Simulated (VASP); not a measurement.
# ZrSi2 (Cmcm) in VASP: further runs, part 3 of 3

VASP 6.6.1. The steps go on from the part before.

### Step 5. Single point, PBE+D3(BJ)

This run uses another cell than the first one, of 16.71 Å³/atom.

Contents of INCAR:

```
SYSTEM = ZrSi2
PREC = Accurate ; ENCUT = 520
EDIFF = 1E-6 ; ISMEAR = 0
SIGMA = 0.05 ; LREAL = .FALSE.
LASPH = .TRUE. ; NELM = 80
ALGO = Normal ; ISIF = 2
LWAVE = .FALSE. ; LCHARG = .TRUE.
GGA = PE ; IVDW = 12
LELF = .TRUE. ; LVHAR = .TRUE.
NBANDS = 29
```

Contents of KPOINTS:

```
regular mesh
0
G
  6 6 6
  0 0 0
```

Contents of POSCAR:

```
ZrSi2
1.0
    1.8581510001     -7.3459593984      0.0000000000
    1.8581510001      7.3459593984      0.0000000000
    0.0000000000      0.0000000000      3.6725538926
Zr Si
2 4
Direct
    0.6046286350      0.3953713650      0.2500000000
    0.3953713650      0.6046286350      0.7500000000
    0.9462977221      0.0537022779      0.2500000000
    0.0537022779      0.9462977221      0.7500000000
    0.2499904891      0.7500095109      0.2500000000
    0.7500095109      0.2499904891      0.7500000000
```

Potentials or basis: VASP PAW PBE potentials, release 64 (Zr_sv, Si).

Command:

```
$ cat potpaw_PBE.64/Zr_sv/POTCAR potpaw_PBE.64/Si/POTCAR > POTCAR
$ mpirun -np 1 vasp_std > vasp.out
```

OUTCAR:

```text
SYSTEM = ZrSi2
   PREC = Accurate
   ENCUT = 520
   EDIFF = 1E-6
   ISMEAR = 0
   LREAL = .FALSE.
   LASPH = .TRUE.
   NELM = 80
   ISIF = 2
   GGA = PE
   IVDW = 12
 IVDW          = 12

 ion  position               nearest neighbor table
   1  0.605  0.395  0.250-   4 2.72   4 2.72   4 2.72   4 2.72   6 2.82   6 2.82   5 2.83   5 2.83
                             3 2.98   3 2.98   2 3.58   2 3.58
   2  0.395  0.605  0.750-   3 2.72   3 2.72   3 2.72   3 2.72   5 2.82   5 2.82   6 2.83   6 2.83
                             4 2.98   4 2.98   1 3.58   1 3.58
   3  0.946  0.054  0.250-   4 2.42   4 2.42   2 2.72   2 2.72   2 2.72   2 2.72   1 2.98   1 2.98

   4  0.054  0.946  0.750-   3 2.42   3 2.42   1 2.72   1 2.72   1 2.72   1 2.72   2 2.98   2 2.98

   5  0.250  0.750  0.250-   6 2.61   6 2.61   6 2.61   6 2.61   2 2.82   2 2.82   1 2.83   1 2.83

   6  0.750  0.250  0.750-   5 2.61   5 2.61   5 2.61   5 2.61   1 2.82   1 2.82   2 2.83   2 2.83

  LATTYP: Found a base centered orthorhombic cell.
 ALAT       =     3.7163020002
 B/A-ratio  =     3.9533705269
 C/A-ratio  =     0.9882280537

  Lattice vectors:

 A1 = (   1.8581510001,  -7.3459593984,   0.0000000000)
 A2 = (   1.8581510001,   7.3459593984,   0.0000000000)
 A3 = (   0.0000000000,   0.0000000000,   3.6725538926)

Analysis of symmetry for initial positions (statically):
=====================================================================
 Subroutine PRICEL returns:
 Original cell was already a primitive cell.

 Routine SETGRP: Setting up the symmetry group for a
 base centered orthorhombic supercell.

 Subroutine GETGRP returns: Found  8 space group operations
 (whereof  4 operations were pure point group operations)
 out of a pool of  8 trial point group operations.

The static configuration has the point symmetry C_2h.
 The point group associated with its full space group is D_2h.

Analysis of symmetry for dynamics (positions and initial velocities):
=====================================================================
 Subroutine PRICEL returns:
 Original cell was already a primitive cell.

 Routine SETGRP: Setting up the symmetry group for a
 base centered orthorhombic supercell.

 Subroutine GETGRP returns: Found  8 space group operations
 (whereof  4 operations were pure point group operations)
 out of a pool of  8 trial point group operations.

The dynamic configuration has the point symmetry C_2h.
 The point group associated with its full space group is D_2h.

 Subroutine INISYM returns: Found  8 space group operations
 (whereof  4 operations are pure point group operations),
 and found     1 'primitive' translations

----------------------------------------------------------------------------------------

                                     Primitive cell

  volume of cell :     100.2600

  direct lattice vectors                    reciprocal lattice vectors
     1.858151000 -7.345959398  0.000000000     0.269084698 -0.068064629  0.000000000
     1.858151000  7.345959398  0.000000000     0.269084698  0.068064629  0.000000000
     0.000000000  0.000000000  3.672553893     0.000000000  0.000000000  0.272290082

  length of vectors
     7.577324371  7.577324371  3.672553893     0.277559666  0.277559666  0.272290082

  position of ions in fractional coordinates (direct lattice)
     0.604628635  0.395371365  0.250000000
     0.395371365  0.604628635  0.750000000
     0.946297722  0.053702278  0.250000000
     0.053702278  0.946297722  0.750000000
[... 45 lines left out ...]
  0.333333  0.166667  0.000000      4.000000
[... 16 lines left out ...]
  0.333333  0.333333  0.166667      4.000000
  0.500000  0.333333  0.166667      8.000000
 [... further k-points ...]
   k-points           NKPTS =     52   k-points in BZ     NKDIM =     52   number of bands    NBANDS=     29
   number of dos      NEDOS =    301   number of ions     NIONS =      6
   total plane-waves  NPLWV =  87808
   dimension x,y,z NGX =    56 NGY =   56 NGZ =   28
   dimension x,y,z NGXF=   112 NGYF=  112 NGZF=   56
   ions per type =               2   4
   NGX,Y,Z   is equivalent  to a cutoff of  12.29, 12.29, 12.67 a.u.
   NGXF,Y,Z  is equivalent  to a cutoff of  24.57, 24.57, 25.35 a.u.
 SYSTEM =  ZrSi2
   PREC   = accura    normal or accurate (medium, high low for compatibility)
   ISTART =      0    job   : 0-new  1-cont  2-samecut
   ICHARG =      2    charge: 1-file 2-atom 10-const
   ISPIN  =      1    spin polarized calculation?
   LNONCOLLINEAR =      F non collinear calculations
   LSORBIT =      F    spin-orbit coupling
   LASPH  =      T    aspherical Exc in radial PAW
   ENCUT  =  520.0 eV  38.22 Ry    6.18 a.u.  14.09 14.09  6.83*2*pi/ulx,y,z
   NELM   =     80;   NELMIN=  2; NELMDL= -5     # of ELM steps
   EDIFF  = 0.1E-05   stopping-criterion for ELM
   LREAL  =      F    real-space projection
   EDIFFG = 0.1E-04   stopping-criterion for IOM
   NSW    =      0    number of steps for IOM
   IBRION =     -1    ionic relax: 0-MD 1-quasi-New 2-CG
   NFREE  =      0    steps in history (QN), initial steepest desc. (CG)
   ISIF   =      2    stress and relaxation
   ISYM   =      2    0-nonsym 1-usesym 2-fastsym
   POTIM  = 0.5000    time-step for ionic-motion
   TEBEG  =    0.0;   TEEND  =   0.0 temperature during run
   PSTRESS=    0.0 pullay stress
   NELECT =      40.0000    total number of electrons
   NUPDOWN=      -1.0000    fix difference up-down
   EMIN   =  10.00;   EMAX   =-10.00  energy-range for DOS
   EFERMI =   0.00;   METHOD = LEGACY
   ISMEAR =     0;   SIGMA  =   0.05  broadening in eV -4-tet -1-fermi 0-gaus
   EFERMI_NEDOS =   21; number of points for ismear=-14 and -15
   IALGO  =     38    algorithm
   IMIX   =      4    mixing-type and parameters
     AMIX     =   0.40;   BMIX     =  1.00
     AMIX_MAG =   1.60;   BMIX_MAG =  1.00
  volume/ion in A,a.u.               =      16.71       112.76
  Fermi-wavevector in a.u.,A,eV,Ry     =   1.205181  2.277462 19.761934  1.452461
  Thomas-Fermi vector in A             =   2.340885
   LORBIT       =      0    0 simple, 1 ext, 2 COOP (PROOUT), +10 PAW based schemes
   GGA     = PE    functional components
   LHFCALC =     F    Hartree Fock is set to
   AEXX    =    0.0000 exact exchange contribution
   IVDW    =    12    specifies the selected vdW correction
   LEPSILON=     F    determine dielectric tensor
   LRPA    =     F    only Hartree local field effects (RPA)
 non-spin polarized calculation
 Gauss-broadening in eV      SIGMA  =   0.05
  energy-cutoff  :      520.00
  volume of cell :      100.26
 maximum number of plane-waves:      2728
   NGX = 29   NGY = 29   NGZ = 13

 number of electron      39.9999999 magnetization

 Free energy of the ion-electron system (eV)
  ---------------------------------------------------
  ext. energy  EPLUGINS =         0.00000000
  ---------------------------------------------------
  free energy    TOTEN  =       -42.70826632 eV

  energy without entropy =      -42.70657091  energy(sigma->0) =      -42.70741861

 E-fermi :  10.1103     XC(G=0): -11.2763

 val. band max:       10.0927667413   @ k =  -0.3333   0.3333   0.0000
 cond. band min:      10.1216078428   @ k =   0.5000   0.5000   0.5000
 fundamental gap:      0.0288411015
 Fermi energy:        10.1103372780

 k-point     1 :       0.0000    0.0000    0.0000
  band No.  band energies     occupation
      1     -38.7277      2.00000
      2     -38.7140      2.00000
      3     -16.9663      2.00000
      4     -16.8262      2.00000
      5     -16.8020      2.00000
      6     -16.7926      2.00000
[... 757 lines left out ...]
     28      13.8813      0.00000
     29      13.9752      0.00000

 [... further k-points ...]

------------------------ aborting loop because EDIFF is reached ----------------------------------------

 Edisp (eV)   -2.90207

 E8    (eV) :    -1.3184

  FORCE on cell =-STRESS in cart. coord.  units (eV):
  Direction    XX          YY          ZZ          XY          YZ          ZX
  --------------------------------------------------------------------------------------
  -------------------------------------------------------------------------------------
  Total      -2.50595    -2.49623    -2.58729     0.00000    -0.00000     0.00000
  in kB     -40.04558   -39.89032   -41.34542     0.00000    -0.00000     0.00000
  external pressure =      -40.43 kB  Pullay stress =        0.00 kB

 VOLUME and BASIS-vectors are now :
 -----------------------------------------------------------------------------
  energy-cutoff  :      520.00
  volume of cell :      100.26
      direct lattice vectors                 reciprocal lattice vectors
     1.858151000 -7.345959398  0.000000000     0.269084698 -0.068064629  0.000000000
     1.858151000  7.345959398  0.000000000     0.269084698  0.068064629  0.000000000
     0.000000000  0.000000000  3.672553893     0.000000000  0.000000000  0.272290082

 POSITION                                       TOTAL-FORCE (eV/Angst)
 -----------------------------------------------------------------------------------
      1.85815     -1.53720      0.91814         0.000000     -0.021934     -0.000000
      1.85815      1.53720      2.75442         0.000000      0.021934      0.000000
      1.85815     -6.55697      0.91814         0.000000     -0.016090      0.000000
      1.85815      6.55697      2.75442         0.000000      0.016090      0.000000
      1.85815      3.67312      0.91814         0.000000     -0.006905      0.000000
      1.85815     -3.67312      2.75442         0.000000      0.006905      0.000000
 -----------------------------------------------------------------------------------
    total drift:                                0.000000     -0.000000     -0.000000

  FREE ENERGIE OF THE ION-ELECTRON SYSTEM (eV)
  ---------------------------------------------------
  free  energy   TOTEN  =       -45.6103381505 eV

  energy  without entropy=      -45.6086427416  energy(sigma->0) =      -45.60949045
```

It took 8.6 min on 1 thread of Intel Xeon 8259CL, shared host; peak memory 0.36 GiB.

What came out:

```yaml
Free_energy: -45.6103 eV
Pressure: -4.0 GPa
Largest_force: 0.022 eV/Å
Band_gap_on_the_k_mesh: zero (bands 20 and 21 overlap by 0.76 eV)
Dispersion_energy_per_atom: -0.484 eV
```

Forces on the atoms (eV/Å):
```
Zr   0.000 -0.022  0.000
Zr   0.000  0.022  0.000
Si   0.000 -0.016  0.000
Si   0.000  0.016  0.000
Si   0.000 -0.007  0.000
Si   0.000  0.007  0.000
```

Levels at points of the mesh, in eV from the Fermi level:
```
           k point  band 16  band 17  band 18  band 19  band 20  band 21  band 22  band 23  band 24  band 25
(0.00, 0.00, 0.00)    -2.49    -2.49    -2.45    -2.35    -0.13     1.00     1.39     1.39     1.51     1.99
(0.50, 0.00, 0.00)    -2.62    -1.82    -1.54    -0.89    -0.51    -0.47     0.86     0.89     2.04     2.23
(0.50, 0.50, 0.00)    -2.74    -2.65    -2.00    -1.50     0.25     0.92     1.08     1.39     1.63     2.13
(0.00, 0.00, 0.50)    -2.55    -1.97    -1.97    -0.14    -0.14     0.12     0.12     1.49     1.49     2.22
(0.50, 0.00, 0.50)    -3.83    -3.27    -3.27    -2.22    -2.22     2.12     2.12     2.98     2.98     3.15
(0.50, 0.50, 0.50)    -3.01    -2.33    -2.33    -0.98    -0.98     0.01     0.01     2.21     2.21     2.91
```

Caveat: three body term missing; the cell stands under tension.

### Step 6. The runs side by side

| level | cell | gap on the mesh (eV) | pressure (GPa) | largest force (eV/Å) |
| --- | --- | --- | --- | --- |
| PBE+D3(BJ) | a = 7.544, b = 7.544, c = 3.670 Å, angles 90.0, 90.0, 151.5°, 6 atoms, atomic positions A | none | -3.3 | 0.05 |
| PBE | a = 7.580, b = 7.580, c = 3.664 Å, angles 90.0, 90.0, 151.6°, 6 atoms, atomic positions B | none | 0.3 | 0.94 |
| PBE+D3(BJ) | a = 7.577, b = 7.577, c = 3.673 Å, angles 90.0, 90.0, 151.6°, 6 atoms, atomic positions C | none | -4.0 | 0.01 |
| PBE+D3(BJ) | a = 7.577, b = 7.577, c = 3.673 Å, angles 90.0, 90.0, 151.6°, 6 atoms, atomic positions D | none | -4.0 | 0.02 |

Alike in all rows: task single point; potentials or basis VASP PAW PBE potentials, release 64 (Zr_sv, Si); no spin polarisation; k mesh 6 × 6 × 6; cutoff (eV) 520; smearing gaussian 0.05 eV.

Caveats: three body term missing (at least some runs); the cell stands under tension (at least some runs).

Absolute energies hang on the potentials; compare differences alone.

The gap in the log of VASP goes by the Fermi energy; the results here count the filled bands.